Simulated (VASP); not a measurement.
Crystal: Te.

```
CELL_PARAMETERS angstrom
3.29927 0.00000 0.00000
-1.64964 2.85725 0.00000
0.00000 0.00000 3.08275
ATOMIC_POSITIONS crystal
Te 0.00000 0.00000 0.00000
```

```yaml
Program: VASP 6.6.1
Task: relaxation of cell and atoms
Functional: PBEsol
Potentials_or_basis: VASP PAW PBE potentials, release 64 (Te)
Cutoff: 600 eV
k_mesh: 21 × 21 × 18
Occupations: gaussian, width 0.1 eV
Spin: no spin polarisation
```

At the start: pressure 1.0 GPa; volume 29.06 Å³/atom.

**Question.** Where does the relaxation end?

**Answer.** Over 9 steps the energy falls by 2.4 meV/atom and the volume is 29.53 Å³/atom (+1.6 %); space group P6/mmm (No. 191, to 0.05 Å).

Step by step:
```
step  energy change (eV)  largest force (eV/Å)  pressure (GPa)  volume (Å³)
   1              0.0000                0.0000            0.96        29.06
   2             -0.0018                0.0000           -0.52        29.80
   3             -0.0020                0.0000           -0.17        29.61
   4             -0.0024                0.0000           -0.07        29.58
   5             -0.0024                0.0000           -0.06        29.58
   6             -0.0024                0.0000           -0.06        29.58
   7             -0.0024                0.0000           -0.06        29.58
   8             -0.0024                0.0000           -0.06        29.58
   9             -0.0024                0.0000            0.03        29.53
```

Final structure:
```yaml
crystal:
  lattice:
    - [3.33300, 0.00000, 0.00000]
    - [-1.66650, 2.88647, 0.00000]
    - [0.00000, 0.00000, 3.06992]
  atoms:
    - { symbol: Te, position: [0.00000, 0.00000, 0.00000] }
```

Caveat: the PAW data sets were made with another functional, which shifts forces and pressure a little.
